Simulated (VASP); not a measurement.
Mn: relaxation of cell and atoms with BLYP

The system is Mn.

```
Mn
1.0
     2.55179    0.00000    0.00000
    -1.27589    2.20991    0.00000
     0.00000    0.00000    8.33414
Mn
4
Direct
  0.00000 0.00000 0.00000
  0.00000 0.00000 0.50000
  0.33333 0.66667 0.25000
  0.66667 0.33333 0.75000
```

* Program: VASP 6.6.1
* Task: relaxation of cell and atoms
* Functional: BLYP
* Potentials or basis: VASP PAW PBE potentials, release 64 (Mn_pv)
* Cutoff: 600 eV
* k mesh: 14 × 14 × 4
* Occupations: fermi-dirac, width 0.1 eV
* Spin: no spin polarisation
* Dipole correction: no
* Further INCAR settings: ALGO = Normal; EDIFF = 1e-06; IBRION = 2; EDIFFG = -0.01; NSW = 80; ISIF = 3

```yaml
Relaxed_volume: 11.11 Å³/atom
Relaxed_cell: a = 2.517 Å, b = 2.517 Å, c = 8.100 Å, α = 90.00°, β = 90.00°, γ = 120.00°
Space_group_after_relaxing_to_0.05_Å: P6_3/mmc (No. 194)
Energy_gained_by_relaxing: 27.2 meV/atom
Ionic_steps: 9
Pressure_after_relaxing: 0.0 GPa
Band_gap_on_the_k_mesh: zero (band 26 reaches 11.93 eV, above the bottom of band 27 at 9.68 eV)
```

The path:
```
step  energy change (eV)  largest force (eV/Å)  pressure (GPa)  volume (Å³)
   1              0.0000                0.0000          -12.33        47.00
   2              0.1170                0.0000           23.32        41.11
   3             -0.1065                0.0000           -0.13        44.47
   4             -0.1066                0.0000            0.12        44.42
   5             -0.1065                0.0000            0.41        44.36
   6             -0.1088                0.0000            0.31        44.38
   7             -0.1088                0.0000            0.31        44.38
   8             -0.1088                0.0000           -0.39        44.51
   9             -0.1089                0.0000           -0.03        44.45
```

Final structure:
```
Mn
1.0
     2.51719    0.00000    0.00000
    -1.25860    2.17995    0.00000
     0.00000    0.00000    8.09956
Mn
4
Direct
  0.00000 0.00000 0.00000
  0.00000 0.00000 0.50000
  0.33333 0.66667 0.25000
  0.66667 0.33333 0.75000
```

Levels at points of the mesh, in eV from the Fermi level:
```csv
k point,band 23,band 24,band 25,band 26,band 27,band 28,band 29,band 30
"(0.00, 0.00, 0.00)",-0.96,-0.75,-0.75,-0.70,-0.70,0.21,0.21,0.64
"(0.50, 0.00, 0.00)",-0.52,0.09,0.09,1.48,1.63,1.64,1.74,1.84
"(0.00, 0.00, 0.50)",-0.89,-0.89,-0.89,-0.89,-0.51,-0.51,0.46,0.46
"(0.50, 0.00, 0.50)",-0.33,-0.33,0.24,0.24,1.21,1.21,1.65,1.65
```

It took 7.2 min on 1 thread of Intel(R) Xeon(R) 6975P-C (Granite Rapids), with other jobs on the host, peak memory 0.23 GiB.

Caveat: the PAW data sets were made with another functional, which shifts forces and pressure a little; the run has no spin polarisation, though such a crystal can be magnetic. Spin polarisation is off, so any magnetic state and its effect on volume and gap are missing.
